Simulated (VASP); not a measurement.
# Be3Te2S (P1) in VASP: relaxation of cell and atoms with PBE

Aim: the relaxation of cell and atoms of Be3Te2S with PBE.

Program: VASP 6.6.1. These are calculated values, not measurements. Logs are shortened: lines on timing, memory, paths and dates and some standing lists are left out, and cuts for length are marked.

## Step 1: The cell of the first run

The typed cell holds 12 atoms: a = 6.051 Å, b = 6.597 Å, c = 6.651 Å, α = 120.82°, β = 88.29°, γ = 89.83°.

## Step 2: Relaxation of cell and atoms, PBE

Input file INCAR:

```
SYSTEM = Be3Te2S
PREC     = Accurate       ! precision mode
ENCUT    = 600            ! plane-wave cutoff, eV
EDIFF    = 1E-7           ! SCF threshold, eV
ISMEAR   = 0              ! smearing method
SIGMA    = 0.1            ! smearing width, eV
LREAL    = .False.        ! projectors in reciprocal space
LASPH    = .True.         ! aspherical terms in the spheres
NELM     = 80             ! most SCF steps
ALGO     = Normal         ! electronic algorithm
ISIF     = 3              ! what is computed and relaxed
LWAVE    = .False.        ! write WAVECAR
LCHARG   = .False.        ! write CHGCAR
GGA      = PE             ! functional
IBRION   = 2              ! ionic algorithm
NSW      = 80             ! ionic steps
EDIFFG   = -0.025         ! ionic threshold
```

Input file KPOINTS:

```
Automatic mesh
0
Gamma
  2 4 4
  0 0 0
```

Input file POSCAR:

```
Be3Te2S
1.0
    0.1122360883      0.0094468838     -6.0500382485
   -0.0627723878      6.5969531214     -0.0099155529
    5.7432849869     -3.3530252871     -0.0974132009
Be Te S
6 4 2
Direct
    0.1473793652      0.1319026903     -0.0020905218
    0.6484619997      0.8620209159     -0.0102691578
    0.1329113075      0.5216338403      0.6741780880
    0.6362633135      0.4668142664      0.2722678679
    0.5990232842      0.1692624245      0.7383013564
    0.1350618141      0.8422019054      0.3262734280
    0.4869757876      0.4874213209      0.6694019994
    0.9782494026      0.4914208920      0.3006717781
    0.9928384821      0.1961303801      0.6971124081
    0.5001208788      0.8090720329      0.3109274782
    0.4950249073      0.1880137308      0.0250918520
   -0.0023105423      0.8341056006     -0.0018665766
```

Potentials or basis: VASP PAW PBE potentials, release 64 (Be, Te, S).

On the command line:

```
> cat potpaw_PBE.64/Be/POTCAR potpaw_PBE.64/Te/POTCAR potpaw_PBE.64/S/POTCAR > POTCAR
> mpirun -np 1 vasp_std > vasp.out
```

OUTCAR:

```text
SYSTEM = Be3Te2S
   PREC = Accurate
   ENCUT = 600
   EDIFF = 1E-7
   ISMEAR = 0
   LREAL = .False.
   LASPH = .True.
   NELM = 80
   ISIF = 3
   GGA = PE
   IBRION = 2
   NSW = 80
   EDIFFG = -0.025

 ion  position               nearest neighbor table
   1  0.147  0.132  0.998-  11 2.13  12 2.17   8 2.39   9 2.46
   2  0.648  0.862  0.990-  12 2.13  11 2.24  10 2.48   7 2.52
   3  0.133  0.522  0.674-   7 2.15  12 2.21   9 2.39   8 2.59
   4  0.636  0.467  0.272-  11 1.95   8 2.08  10 2.29   7 2.70
   5  0.599  0.169  0.738-  11 1.93   9 2.41   7 2.46  10 2.70
   6  0.135  0.842  0.326-  10 2.21  12 2.33   8 2.43   9 2.50
   7  0.487  0.487  0.669-   3 2.15   5 2.46   2 2.52   4 2.70   9 3.61   9 3.67  10 3.67
   8  0.978  0.491  0.301-   4 2.08   1 2.39   6 2.43   3 2.59   9 3.45  10 3.55
   9  0.993  0.196  0.697-   3 2.39   5 2.41   1 2.46   6 2.50   8 3.45   7 3.61   7 3.67
  10  0.500  0.809  0.311-   6 2.21   4 2.29   2 2.48   5 2.70   8 3.55   7 3.67
  11  0.495  0.188  0.025-   5 1.93   4 1.95   1 2.13   2 2.24
  12  0.998  0.834  0.998-   2 2.13   1 2.17   3 2.21   6 2.33

  LATTYP: Found a triclinic cell.
 ALAT       =     6.6511345159
 B/A-ratio  =     1.7320981653
 C/A-ratio  =     2.1398216673
 COS(alpha) =     0.0020767413
 COS(beta)  =     0.4470107990
 COS(gamma) =     0.8707066480

  Lattice vectors:

 A1 = (  -5.7432849869,   3.3530252871,   0.0974132009)
 A2 = (  -5.8060573747,   9.9499784085,   0.0874976480)
 A3 = ( -11.2487891099,  -6.4784087848,  -5.8353807409)

Analysis of symmetry for initial positions (statically):
=====================================================================
 Subroutine PRICEL returns:
 Original cell was already a primitive cell.

 Routine SETGRP: Setting up the symmetry group for a
 triclinic supercell.

 Subroutine GETGRP returns: Found  1 space group operations
 (whereof  1 operations were pure point group operations)
 out of a pool of  2 trial point group operations.

The static configuration has the point symmetry C_1 .

Analysis of symmetry for dynamics (positions and initial velocities):
=====================================================================
 Subroutine PRICEL returns:
 Original cell was already a primitive cell.

 Routine SETGRP: Setting up the symmetry group for a
 triclinic supercell.

 Subroutine GETGRP returns: Found  1 space group operations
 (whereof  1 operations were pure point group operations)
 out of a pool of  2 trial point group operations.

The dynamic configuration has the point symmetry C_1 .

 Subroutine INISYM returns: Found  1 space group operations
 (whereof  1 operations are pure point group operations),
 and found     1 'primitive' translations

----------------------------------------------------------------------------------------

                                     Primitive cell

  volume of cell :     227.8751

  direct lattice vectors                    reciprocal lattice vectors
     0.112236088  0.009446884 -6.050038248    -0.002965999 -0.000276742 -0.165343667
    -0.062772388  6.596953121 -0.009915553     0.089026188  0.152435087  0.001889573
     5.743284987 -3.353025287 -0.097413201     0.175147373  0.001671478  0.003251822

  length of vectors
     6.051086596  6.597259217  6.651134516     0.165370499  0.176538065  0.175185532

  position of ions in fractional coordinates (direct lattice)
     0.147379365  0.131902690  0.997909478
     0.648462000  0.862020916  0.989730842
     0.132911308  0.521633840  0.674178088
     0.636263314  0.466814266  0.272267868
     0.599023284  0.169262424  0.738301356
     0.135061814  0.842201905  0.326273428
     0.486975788  0.487421321  0.669401999
     0.978249403  0.491420892  0.300671778
     0.992838482  0.196130380  0.697112408
     0.500120879  0.809072033  0.310927478
     0.495024907  0.188013731  0.025091852
     0.997689458  0.834105601  0.998133423

  ion indices of the primitive-cell ions
   primitive index   ion index
                 1           1
                 2           2
                 3           3
                 4           4
                 5           5
                 6           6
                 7           7
                 8           8
                 9           9
                10          10
                11          11
                12          12

----------------------------------------------------------------------------------------

 KPOINTS: Automatic mesh

Automatic generation of k-mesh.
 Grid dimensions read from file:
 generate k-points for:    2    4    4

 Generating k-lattice:

  Cartesian coordinates                     Fractional coordinates (reciprocal lattice)
    -0.001483000 -0.000138371 -0.082671833     0.500000000 -0.000000000  0.000000000
     0.022256547  0.038108772  0.000472393     0.000000000  0.250000000  0.000000000
     0.043786843  0.000417870  0.000812955     0.000000000 -0.000000000  0.250000000

  Length of vectors
     0.082685249  0.044134516  0.043796383

  Shift w.r.t. Gamma in fractional coordinates (k-lattice)
     0.000000000  0.000000000  0.000000000

 Subroutine IBZKPT returns following result:
 ===========================================

 Found     20 irreducible k-points:

 Following reciprocal coordinates:
            Coordinates               Weight
  0.000000  0.000000  0.000000      1.000000
  0.500000 -0.000000 -0.000000      1.000000
  0.000000  0.250000 -0.000000      2.000000
  0.500000  0.250000  0.000000      2.000000
  0.000000  0.500000 -0.000000      1.000000
  0.500000  0.500000 -0.000000      1.000000
[... 12 lines left out ...]
 -0.000000  0.500000  0.500000      1.000000
  0.500000  0.500000  0.500000      1.000000
   k-points           NKPTS =     20   k-points in BZ     NKDIM =     20   number of bands    NBANDS=     31
   number of dos      NEDOS =    301   number of ions     NIONS =     12
   total plane-waves  NPLWV = 139968
   dimension x,y,z NGX =    48 NGY =   54 NGZ =   54
   dimension x,y,z NGXF=    96 NGYF=  108 NGZF=  108
   ions per type =               6   4   2
   NGX,Y,Z   is equivalent  to a cutoff of  13.19, 13.61, 13.50 a.u.
   NGXF,Y,Z  is equivalent  to a cutoff of  26.37, 27.22, 26.99 a.u.
 SYSTEM =  Be3Te2S
   PREC   = accura    normal or accurate (medium, high low for compatibility)
   ISTART =      0    job   : 0-new  1-cont  2-samecut
   ICHARG =      2    charge: 1-file 2-atom 10-const
   ISPIN  =      1    spin polarized calculation?
   LNONCOLLINEAR =      F non collinear calculations
   LSORBIT =      F    spin-orbit coupling
   LASPH  =      T    aspherical Exc in radial PAW
   ENCUT  =  600.0 eV  44.10 Ry    6.64 a.u.  12.09 13.18 13.28*2*pi/ulx,y,z
   NELM   =     80;   NELMIN=  2; NELMDL= -5     # of ELM steps
   EDIFF  = 0.1E-06   stopping-criterion for ELM
   LREAL  =      F    real-space projection
   EDIFFG = -.3E-01   stopping-criterion for IOM
   NSW    =     80    number of steps for IOM
   IBRION =      2    ionic relax: 0-MD 1-quasi-New 2-CG
   NFREE  =      1    steps in history (QN), initial steepest desc. (CG)
   ISIF   =      3    stress and relaxation
   ISYM   =      2    0-nonsym 1-usesym 2-fastsym
   POTIM  = 0.5000    time-step for ionic-motion
   TEBEG  =    0.0;   TEEND  =   0.0 temperature during run
   PSTRESS=    0.0 pullay stress
   NELECT =      48.0000    total number of electrons
   NUPDOWN=      -1.0000    fix difference up-down
   EMIN   =  10.00;   EMAX   =-10.00  energy-range for DOS
   EFERMI =   0.00;   METHOD = LEGACY
   ISMEAR =     0;   SIGMA  =   0.10  broadening in eV -4-tet -1-fermi 0-gaus
   EFERMI_NEDOS =   21; number of points for ismear=-14 and -15
   IALGO  =     38    algorithm
   IMIX   =      4    mixing-type and parameters
     AMIX     =   0.40;   BMIX     =  1.00
     AMIX_MAG =   1.60;   BMIX_MAG =  1.00
  volume/ion in A,a.u.               =      18.99       128.15
  Fermi-wavevector in a.u.,A,eV,Ry     =   0.974069  1.840723 12.909343  0.948810
  Thomas-Fermi vector in A             =   2.104499
   LORBIT       =      0    0 simple, 1 ext, 2 COOP (PROOUT), +10 PAW based schemes
   GGA     = PE    functional components
   LHFCALC =     F    Hartree Fock is set to
   AEXX    =    0.0000 exact exchange contribution
   IVDW    =     0    specifies the selected vdW correction
   LEPSILON=     F    determine dielectric tensor
   LRPA    =     F    only Hartree local field effects (RPA)
 conjugate gradient relaxation of ions
 non-spin polarized calculation
 Gauss-broadening in eV      SIGMA  =   0.10
  energy-cutoff  :      600.00
  volume of cell :      227.88
 maximum number of plane-waves:      7632
   NGX = 25   NGY = 27   NGZ = 27

--------------------------------------- Ionic step        1  -------------------------------------------

 number of electron      48.0000001 magnetization

 Free energy of the ion-electron system (eV)
  ---------------------------------------------------
  ext. energy  EPLUGINS =         0.00000000
  ---------------------------------------------------
  free energy    TOTEN  =       -47.73845258 eV

  energy without entropy =      -47.73845258  energy(sigma->0) =      -47.73845258

------------------------ aborting loop because EDIFF is reached ----------------------------------------

  FORCE on cell =-STRESS in cart. coord.  units (eV):
  Direction    XX          YY          ZZ          XY          YZ          ZX
  --------------------------------------------------------------------------------------
  -------------------------------------------------------------------------------------
  Total        2.1719808      1.9801408     20.0721879      1.0736722      0.1163850      1.5840447
  in kB       15.2710780     13.9222614    141.1264525      7.5489306      0.8182963     11.1373315
  external PRESSURE =      56.7732639 kB  Pullay stress =       0.0000000 kB
[... 119 lines left out ...]
  FREE ENERGIE OF THE ION-ELECTRON SYSTEM (eV)
  ---------------------------------------------------
  free  energy   TOTEN  =       -49.2882683838 eV

  energy  without entropy=      -49.2882683837  energy(sigma->0) =      -49.28826838

[... ionic steps 4 to 11 ...]

--------------------------------------- Ionic step       12  -------------------------------------------

 number of electron      47.9999999 magnetization

------------------------ aborting loop because EDIFF is reached ----------------------------------------

  FORCE on cell =-STRESS in cart. coord.  units (eV):
  Direction    XX          YY          ZZ          XY          YZ          ZX
  --------------------------------------------------------------------------------------
  -------------------------------------------------------------------------------------
  Total       -0.1206137     -0.1231655     -0.0205541      0.0060807      0.0150976      0.0037635
  in kB       -0.8172601     -0.8345505     -0.1392715      0.0412018      0.1022991      0.0255006
  external PRESSURE =      -0.5970274 kB  Pullay stress =       0.0000000 kB
[... 77 lines left out ...]
  energy  without entropy=      -49.9031835573  energy(sigma->0) =      -49.90318356

--------------------------------------- Ionic step       14  -------------------------------------------

 number of electron      47.9999999 magnetization

 Free energy of the ion-electron system (eV)
  ---------------------------------------------------
  ext. energy  EPLUGINS =         0.00000000
  ---------------------------------------------------
  free energy    TOTEN  =       -49.90351105 eV

  energy without entropy =      -49.90351105  energy(sigma->0) =      -49.90351105

 E-fermi :   5.3897     XC(G=0):  -9.2399

 val. band max:        4.9240691826   @ k =   0.0000   0.0000   0.0000
 cond. band min:       7.4838036137   @ k =   0.0000  -0.0000   0.5000
 fundamental gap:      2.5597344311
 Fermi energy:         5.3897079716

 k-point     1 :       0.0000    0.0000    0.0000
  band No.  band energies     occupation
      1      -8.5447      2.00000
      2      -7.9837      2.00000
      3      -6.4583      2.00000
      4      -5.5862      2.00000
      5      -5.2221      2.00000
      6      -5.1960      2.00000
[... 708 lines left out ...]
  FREE ENERGIE OF THE ION-ELECTRON SYSTEM (eV)
  ---------------------------------------------------
  free  energy   TOTEN  =       -49.9035110506 eV

  energy  without entropy=      -49.9035110506  energy(sigma->0) =      -49.90351105

 reached required accuracy - stopping structural energy minimisation
```

Run time: 33 min. Hardware: 1 thread of Intel Xeon Platinum 8259CL at 2.50GHz (Skylake/Cascade Lake), shared host; peak memory 0.51 GiB.

What came out:

```yaml
Free_energy: -49.9035 eV
Relaxed_volume: 19.68 Å³/atom
Relaxed_cell: a = 6.274 Å, b = 6.583 Å, c = 6.598 Å, α = 119.94°, β = 89.99°, γ = 90.01°
Space_group_after_relaxing_to_0.1_Å: Cmc2_1 (No. 36)
Energy_gained_by_relaxing: 180.4 meV/atom
Ionic_steps: 14
Pressure_after_relaxing: 0.0 GPa
Largest_force_after_relaxing: 0.017 eV/Å
Band_gap_on_the_k_mesh: 2.56 eV (least direct gap 2.62 eV)
```

Forces in eV/Å, atoms in the order of the input:
```
Be  -0.002 -0.004 -0.009
Be   0.000  0.004 -0.006
Be   0.002  0.012 -0.001
Be  -0.004  0.004  0.004
Be   0.003  0.005 -0.004
Be   0.006 -0.002 -0.002
Te   0.003 -0.013  0.005
Te   0.000 -0.009  0.001
Te  -0.002 -0.010  0.000
Te  -0.014  0.002  0.008
S    0.008  0.013 -0.003
S    0.001 -0.003  0.006
```

Step by step:
```tsv
step	energy change (eV)	largest force (eV/Å)	pressure (GPa)	volume (Å³)
1	0.0000	4.0873	5.68	227.88
2	-1.4903	1.1478	-2.92	250.38
3	-1.5498	1.3281	-1.82	245.36
4	-1.9314	0.6193	-0.89	240.07
5	-2.0268	0.6599	0.19	235.91
6	-2.1014	0.3778	0.12	235.97
7	-2.1290	0.2536	0.11	236.02
8	-2.1532	0.1448	-0.10	236.64
9	-2.1541	0.1463	-0.14	236.79
10	-2.1619	0.0817	0.03	236.14
11	-2.1629	0.0810	0.12	235.82
12	-2.1647	0.0391	-0.06	236.45
13	-2.1647	0.0325	-0.09	236.57
14	-2.1651	0.0167	0.04	236.12
```

Final structure:
```
CELL_PARAMETERS angstrom
-0.00193 -0.00033 -6.27385
-0.00056 6.58279 0.00045
5.71755 -3.29235 -0.00315
ATOMIC_POSITIONS crystal
Be 0.15390 0.13673 0.99999
Be 0.65411 0.86335 0.00019
Be 0.11051 0.53700 0.70084
Be 0.61058 0.46253 0.29899
Be 0.61026 0.16375 0.70111
Be 0.11050 0.83639 0.29880
Te 0.49922 0.50634 0.67451
Te 0.99917 0.49404 0.32549
Te 0.99901 0.16844 0.67447
Te 0.49925 0.83173 0.32582
S 0.50163 0.15407 0.99995
S 0.00187 0.84564 0.99985
```

Caveat: the k points lie up to 0.50 Å⁻¹ apart in the final cell; spin-orbit coupling is left out, which moves the levels of the heavy elements. A k mesh can miss the band edges.
